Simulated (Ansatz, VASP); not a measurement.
## Two plane-wave programs on AsSe4

```xyz
5
Lattice="-3.1338 3.1338 3.1338 3.1338 -3.1338 3.1338 3.1338 3.1338 -3.1338" Properties=species:S:1:pos:R:3 pbc="T T T"
As    0.0000    0.0000    0.0000
Se    1.5669    1.5669    1.5669
Se   -1.5669    1.5669    1.5669
Se    1.5669    1.5669   -1.5669
Se    1.5669   -1.5669    1.5669
```

Change from the starting cell: species swapped into the Hg4Pt type (Im-3m, No. 229).

Alike in both runs: functional PBE; k mesh 8 × 8 × 8; occupations gaussian, width 0.1 eV; no spin polarisation.

Ansatz relaxed the structure, and its values are those at the end. VASP's run is a single point on that final structure, the one shown.

|  | VASP | Ansatz |
| --- | --- | --- |
| version | VASP 6.6.1 | Ansatz 0.2.0 |
| potentials or method | VASP PAW PBE potentials, release 64 (As, Se), cutoff 520 eV | scalar-relativistic, plane waves, PAW |
| valence electrons in the cell | 29 | 79 |

```tsv
	VASP	Ansatz	Ansatz less VASP
gap on the k mesh at the Fermi level (eV)	none	none	-
pressure (GPa)	0.0	0.0	-0.03
```

A gap of «none» marks a metal or a gap that the smearing closes. VASP's potentials hold 29 valence electrons a cell and Ansatz's 79, so a difference there can come from the potentials and not from the codes.
